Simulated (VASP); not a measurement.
# YMn2Sn2 (I4/mmm) in VASP: a series of runs

Runs on YMn2Sn2. Level: PBE. Tasks: single point.

All numbers are computed with VASP 6.6.1; they aren't measurements. Logs are shortened: lines on timing, memory, paths and dates and some standing lists are left out, and cuts for length are marked.

### 1 The cell of the first run

Symmetry: I4/mmm, No. 139, tetragonal system. Conventional cell: a = 4.242 Å, b = 4.242 Å, c = 11.132 Å, α = 90.00°, β = 90.00°, γ = 90.00°. Y (site symmetry 4/mmm) has 10 Sn at 3.28 to 4.23 Å and 8 Mn at 3.50 Å and 4 Y at 4.24 Å within 4.3 Å. Within 3.4 Å of Mn (site symmetry -4m2) lie 4 Sn at 2.57 Å and 4 Mn at 3.00 Å. Within 3.4 Å of Sn (site symmetry 4mm) lie 4 Mn at 2.57 Å and 1 Sn at 2.67 Å and 4 Y at 3.28 Å.

### 2 Single point, PBE

The input, INCAR:

```
PREC = Accurate
ENCUT = 520
EDIFF = 1E-6
ISMEAR = -1
SIGMA = 0.1
LREAL = F
LASPH = T
NELM = 100
ALGO = Normal
ISIF = 2
LWAVE = F
LCHARG = F
GGA = PE
NBANDS = 40
```

The input, KPOINTS:

```
regular mesh
0
Gamma
  5 5 5
```

The input, POSCAR:

```
YMn2Sn2
1.0
    0.0000000000      4.2424390000      0.0000000000
    4.2424390000      0.0000000000      0.0000000000
    2.1212190000      2.1212190000     -5.5658260000
Y Mn Sn
1 2 2
Direct
    0.0000000000      0.0000000000      0.0000000000
    0.7500000000      0.2500000000      0.5000000000
    0.2500000000      0.7500000000      0.5000000000
    0.3799000000      0.3799000000      0.2402000000
    0.6201000000      0.6201000000      0.7598000000
```

Potentials or basis: VASP PAW PBE potentials, release 64 (Y_sv, Mn_pv, Sn_d).

The run is started by

```console
cat potpaw_PBE.64/Y_sv/POTCAR potpaw_PBE.64/Mn_pv/POTCAR potpaw_PBE.64/Sn_d/POTCAR > POTCAR
mpirun -np 1 vasp_std > vasp.out
```

OUTCAR:

```text
PREC = Accurate
   ENCUT = 520
   EDIFF = 1E-6
   ISMEAR = -1
   LREAL = F
   LASPH = T
   NELM = 100
   ISIF = 2
   GGA = PE

 ion  position               nearest neighbor table
   1  0.000  0.000  0.000-   4 3.28   5 3.28   5 3.28   5 3.28   4 3.28   4 3.28   5 3.28   4 3.28
                             3 3.50   2 3.50   3 3.50   2 3.50   2 3.50   3 3.50   3 3.50   2 3.50
   2  0.750  0.250  0.500-   4 2.57   5 2.57   4 2.57   5 2.57   3 3.00   3 3.00   3 3.00   3 3.00
                             1 3.50   1 3.50   1 3.50   1 3.50
   3  0.250  0.750  0.500-   4 2.57   5 2.57   4 2.57   5 2.57   2 3.00   2 3.00   2 3.00   2 3.00
                             1 3.50   1 3.50   1 3.50   1 3.50
   4  0.380  0.380  0.240-   2 2.57   3 2.57   3 2.57   2 2.57   5 2.67   1 3.28   1 3.28   1 3.28
                             1 3.28
   5  0.620  0.620  0.760-   2 2.57   3 2.57   3 2.57   2 2.57   4 2.67   1 3.28   1 3.28   1 3.28
                             1 3.28

  LATTYP: Found a body centered tetragonal cell.
 ALAT       =     4.2424390000
 C/A-ratio  =     2.6238802726

  Lattice vectors:

 A1 = (  -2.1212190000,   2.1212200000,   5.5658260000)
 A2 = (   2.1212200000,  -2.1212190000,   5.5658260000)
 A3 = (   2.1212190000,   2.1212190000,  -5.5658260000)

Analysis of symmetry for initial positions (statically):
=====================================================================
 Subroutine PRICEL returns:
 Original cell was already a primitive cell.

 Routine SETGRP: Setting up the symmetry group for a
 body centered tetragonal supercell.

 Subroutine GETGRP returns: Found 16 space group operations
 (whereof 16 operations were pure point group operations)
 out of a pool of 16 trial point group operations.

The static configuration has the point symmetry D_4h.

Analysis of symmetry for dynamics (positions and initial velocities):
=====================================================================
 Subroutine PRICEL returns:
 Original cell was already a primitive cell.

 Routine SETGRP: Setting up the symmetry group for a
 body centered tetragonal supercell.

 Subroutine GETGRP returns: Found 16 space group operations
 (whereof 16 operations were pure point group operations)
 out of a pool of 16 trial point group operations.

The dynamic configuration has the point symmetry D_4h.

 Subroutine INISYM returns: Found 16 space group operations
 (whereof 16 operations are pure point group operations),
 and found     1 'primitive' translations

----------------------------------------------------------------------------------------

                                     Primitive cell

  volume of cell :     100.1753

  direct lattice vectors                    reciprocal lattice vectors
     0.000000000  4.242439000  0.000000000     0.000000000  0.235713466  0.089833905
     4.242439000  0.000000000  0.000000000     0.235713466  0.000000000  0.089833905
     2.121219000  2.121219000 -5.565826000     0.000000000  0.000000000 -0.179667852

  length of vectors
     4.242439000  4.242439000  6.322780967     0.252251796  0.252251796  0.179667852

  position of ions in fractional coordinates (direct lattice)
     0.000000000  0.000000000  0.000000000
     0.750000000  0.250000000  0.500000000
     0.250000000  0.750000000  0.500000000
     0.379900000  0.379900000  0.240200000
     0.620100000  0.620100000  0.759800000

  ion indices of the primitive-cell ions
   primitive index   ion index
                 1           1
                 2           2
                 3           3
                 4           4
                 5           5

----------------------------------------------------------------------------------------

 KPOINTS: regular mesh

Automatic generation of k-mesh.
 Grid dimensions read from file:
 generate k-points for:    5    5    5

 Generating k-lattice:

  Cartesian coordinates                     Fractional coordinates (reciprocal lattice)
     0.000000000  0.047142693  0.017966781     0.200000000  0.000000000 -0.000000000
     0.047142693  0.000000000  0.017966781     0.000000000  0.200000000 -0.000000000
     0.000000000  0.000000000 -0.035933570     0.000000000  0.000000000  0.200000000

  Length of vectors
     0.050450359  0.050450359  0.035933570

  Shift w.r.t. Gamma in fractional coordinates (k-lattice)
     0.000000000  0.000000000  0.000000000

 Subroutine IBZKPT returns following result:
 ===========================================

 Found     18 irreducible k-points:

 Following reciprocal coordinates:
            Coordinates               Weight
  0.000000  0.000000  0.000000      1.000000
  0.200000  0.000000  0.000000      8.000000
  0.400000  0.000000  0.000000      8.000000
  0.200000  0.200000  0.000000      8.000000
  0.400000  0.200000  0.000000     16.000000
 -0.400000  0.200000  0.000000     16.000000
[... 10 lines left out ...]
  0.000000  0.000000  0.400000      2.000000
 -0.200000  0.000000  0.400000      4.000000
   k-points           NKPTS =     18   k-points in BZ     NKDIM =     18   number of bands    NBANDS=     40
   number of dos      NEDOS =    301   number of ions     NIONS =      5
   total plane-waves  NPLWV =  49152
   dimension x,y,z NGX =    32 NGY =   32 NGZ =   48
   dimension x,y,z NGXF=    64 NGYF=   64 NGZF=   96
   ions per type =               1   2   2
   NGX,Y,Z   is equivalent  to a cutoff of  12.54, 12.54, 12.62 a.u.
   NGXF,Y,Z  is equivalent  to a cutoff of  25.08, 25.08, 25.24 a.u.
 SYSTEM =  unknown system
   PREC   = accura    normal or accurate (medium, high low for compatibility)
   ISTART =      0    job   : 0-new  1-cont  2-samecut
   ICHARG =      2    charge: 1-file 2-atom 10-const
   ISPIN  =      1    spin polarized calculation?
   LNONCOLLINEAR =      F non collinear calculations
   LSORBIT =      F    spin-orbit coupling
   LASPH  =      T    aspherical Exc in radial PAW
   ENCUT  =  520.0 eV  38.22 Ry    6.18 a.u.   7.89  7.89 11.76*2*pi/ulx,y,z
   NELM   =    100;   NELMIN=  2; NELMDL= -5     # of ELM steps
   EDIFF  = 0.1E-05   stopping-criterion for ELM
   LREAL  =      F    real-space projection
   EDIFFG = 0.1E-04   stopping-criterion for IOM
   NSW    =      0    number of steps for IOM
   IBRION =     -1    ionic relax: 0-MD 1-quasi-New 2-CG
   NFREE  =      0    steps in history (QN), initial steepest desc. (CG)
   ISIF   =      2    stress and relaxation
   ISYM   =      2    0-nonsym 1-usesym 2-fastsym
   POTIM  = 0.5000    time-step for ionic-motion
   TEBEG  =    0.0;   TEEND  =   0.0 temperature during run
   PSTRESS=    0.0 pullay stress
   NELECT =      65.0000    total number of electrons
   NUPDOWN=      -1.0000    fix difference up-down
   EMIN   =  10.00;   EMAX   =-10.00  energy-range for DOS
   EFERMI =   0.00;   METHOD = LEGACY
   ISMEAR =    -1;   SIGMA  =   0.10  broadening in eV -4-tet -1-fermi 0-gaus
   EFERMI_NEDOS =   21; number of points for ismear=-14 and -15
   IALGO  =     38    algorithm
   IMIX   =      4    mixing-type and parameters
     AMIX     =   0.40;   BMIX     =  1.00
     AMIX_MAG =   1.60;   BMIX_MAG =  1.00
  volume/ion in A,a.u.               =      20.04       135.20
  Fermi-wavevector in a.u.,A,eV,Ry     =   1.417291  2.678291 27.330207  2.008714
  Thomas-Fermi vector in A             =   2.538536
   LORBIT       =      0    0 simple, 1 ext, 2 COOP (PROOUT), +10 PAW based schemes
   GGA     = PE    functional components
   LHFCALC =     F    Hartree Fock is set to
   AEXX    =    0.0000 exact exchange contribution
   IVDW    =     0    specifies the selected vdW correction
   LEPSILON=     F    determine dielectric tensor
   LRPA    =     F    only Hartree local field effects (RPA)
 non-spin polarized calculation
  energy-cutoff  :      520.00
  volume of cell :      100.18
 maximum number of plane-waves:      2713
   NGX = 15   NGY = 15   NGZ = 23

 number of electron      65.0000030 magnetization

 Free energy of the ion-electron system (eV)
  ---------------------------------------------------
  ext. energy  EPLUGINS =         0.00000000
  ---------------------------------------------------
  free energy    TOTEN  =       -31.55816471 eV

  energy without entropy =      -31.23735767  energy(sigma->0) =      -31.39776119

 E-fermi :   7.6145     XC(G=0): -11.2453

 val. band max:        7.6113817926   @ k =  -0.2000   0.2000   0.0000
 cond. band min:       7.6197887594   @ k =   0.2000   0.2000   0.0000
 fundamental gap:      0.0084069668
 Fermi energy:         7.6145293703

 k-point     1 :       0.0000    0.0000    0.0000
  band No.  band energies     occupation
      1     -39.9433      2.00000
      2     -39.9433      2.00000
      3     -39.8904      2.00000
      4     -39.8904      2.00000
      5     -39.8859      2.00000
      6     -39.8749      2.00000
[... 32 lines left out ...]
     39      10.0116      0.00000
     40      11.1535      0.00000

 k-point     2 :       0.2000    0.0000    0.0000
  band No.  band energies     occupation
      1     -39.9385      2.00000
      2     -39.9383      2.00000
      3     -39.8957      2.00000
      4     -39.8954      2.00000
      5     -39.8848      2.00000
      6     -39.8759      2.00000
[... 32 lines left out ...]
     39      11.0961      0.00000
     40      11.4101      0.00000

 k-point     3 :       0.4000    0.0000    0.0000
  band No.  band energies     occupation
      1     -39.9257      2.00000
      2     -39.9250      2.00000
      3     -39.9093      2.00000
      4     -39.9087      2.00000
      5     -39.8819      2.00000
      6     -39.8785      2.00000
[... 595 lines left out ...]
  band No.  band energies     occupation
      1     -39.9433      2.00000
      2     -39.9433      2.00000
      3     -39.8904      2.00000
      4     -39.8904      2.00000
      5     -39.8860      2.00000
      6     -39.8749      2.00000
[... 32 lines left out ...]
     39      10.1915      0.00000
     40      11.1808      0.00000

 k-point    18 :      -0.2000    0.0000    0.4000
  band No.  band energies     occupation
      1     -39.9385      2.00000
      2     -39.9383      2.00000
      3     -39.8957      2.00000
      4     -39.8954      2.00000
      5     -39.8848      2.00000
      6     -39.8758      2.00000
[... 32 lines left out ...]
     39      10.2377      0.00000
     40      10.3152      0.00000

------------------------ aborting loop because EDIFF is reached ----------------------------------------

  FORCE on cell =-STRESS in cart. coord.  units (eV):
  Direction    XX          YY          ZZ          XY          YZ          ZX
  --------------------------------------------------------------------------------------
  -------------------------------------------------------------------------------------
  Total       -1.3203636     -1.3203636      2.6271492      0.0000000      0.0000002      0.0000002
  in kB      -21.1175385    -21.1175385     42.0179135      0.0000000      0.0000038      0.0000038
  external PRESSURE =      -0.0723879 kB  Pullay stress =       0.0000000 kB

 VOLUME and BASIS-vectors are now :
 -----------------------------------------------------------------------------
  energy-cutoff  :      520.00
  volume of cell :      100.18
      direct lattice vectors                 reciprocal lattice vectors
     0.000000000  4.242439000  0.000000000     0.000000000  0.235713466  0.089833905
     4.242439000  0.000000000  0.000000000     0.235713466  0.000000000  0.089833905
     2.121219000  2.121219000 -5.565826000     0.000000000  0.000000000 -0.179667852

 POSITION                                       TOTAL-FORCE (eV/Angst)
 -----------------------------------------------------------------------------------
      0.00000      0.00000      0.00000         0.000000     -0.000000      0.000000
      2.12122      4.24244     -2.78291        -0.000000     -0.000000      0.000000
      4.24244      2.12122     -2.78291        -0.000000      0.000000      0.000000
      2.12122      2.12122     -1.33691        -0.000000     -0.000000     -1.356566
      4.24244      4.24244     -4.22891         0.000000      0.000000      1.356566
 -----------------------------------------------------------------------------------
    total drift:                                0.000000     -0.000000      0.000000

  FREE ENERGIE OF THE ION-ELECTRON SYSTEM (eV)
  ---------------------------------------------------
  free  energy   TOTEN  =       -31.5581647125 eV

  energy  without entropy=      -31.2373576689  energy(sigma->0) =      -31.39776119
```

Wall time 75 s (1 thread of Intel Xeon Platinum 8259CL at 2.50GHz (Skylake/Cascade Lake), shared host); peak memory 0.26 GiB.

What came out:

| Quantity | Value |
| --- | --- |
| Free energy | -31.5582 eV |
| Pressure | 0.0 GPa |
| Largest force | 1.357 eV/Å |

Forces in eV/Å, atoms in the order of the input:
```
Y    0.000  0.000  0.000
Mn   0.000  0.000  0.000
Mn   0.000  0.000  0.000
Sn   0.000  0.000 -1.357
Sn   0.000  0.000  1.357
```

Stress tensor (GPa, compression positive):
```
-2.11  0.00  0.00
 0.00 -2.11  0.00
 0.00  0.00  4.20
```

Caveat: spin-orbit coupling is left out, which moves the levels of the heavy elements; forces of over 1 eV/Å act on the atoms, so gaps and moduli don't describe the material at rest. Spin polarisation is off, so any magnetic state and its effect on volume and gap are missing.

### 3 Single point, PBE

The input, INCAR:

```
SYSTEM = YMn2Sn2
ALGO = Normal
EDIFF = 1E-6
ENCUT = 520
GGA = PE
ISIF = 2
ISMEAR = -1
LASPH = .TRUE.
LCHARG = .FALSE.
LREAL = .FALSE.
LWAVE = .FALSE.
NBANDS = 40
NELM = 80
PREC = Accurate
SIGMA = 0.1
```

The input, KPOINTS:

```
k-points
0
G
  5 5 5
  0 0 0
```

POSCAR is that of step 2.

Potentials or basis: VASP PAW PBE potentials, release 64 (Y_sv, Mn_pv, Sn_d).

The run is started by

```console
cat potpaw_PBE.64/Y_sv/POTCAR potpaw_PBE.64/Mn_pv/POTCAR potpaw_PBE.64/Sn_d/POTCAR > POTCAR
mpirun -np 1 vasp_std > vasp.out
```

Run time: 72 s. Hardware: 1 thread of Intel Xeon Platinum 8259CL at 2.50GHz (Skylake/Cascade Lake), shared host; peak memory 0.26 GiB.

The run converged. Its results:

* Free energy: -31.5582 eV
* Pressure: 0.0 GPa
* Largest force: 1.357 eV/Å

Forces on the atoms (eV/Å):
```
Y    0.000  0.000  0.000
Mn   0.000  0.000  0.000
Mn   0.000  0.000  0.000
Sn   0.000  0.000 -1.357
Sn   0.000  0.000  1.357
```

Stress tensor (GPa, compression positive):
```
-2.11  0.00  0.00
 0.00 -2.11  0.00
 0.00  0.00  4.20
```

Levels at points of the mesh, in eV from the Fermi level:
```
           k point  band 29  band 30  band 31  band 32  band 33  band 34  band 35  band 36  band 37  band 38
(0.00, 0.00, 0.00)    -0.89    -0.31    -0.30    -0.22     0.04     0.04     0.41     0.98     2.28     2.40
```

Caveat: spin-orbit coupling is left out, which moves the levels of the heavy elements; forces of over 1 eV/Å act on the atoms, so gaps and moduli don't describe the material at rest. Spin polarisation is off, so any magnetic state and its effect on volume and gap are missing.
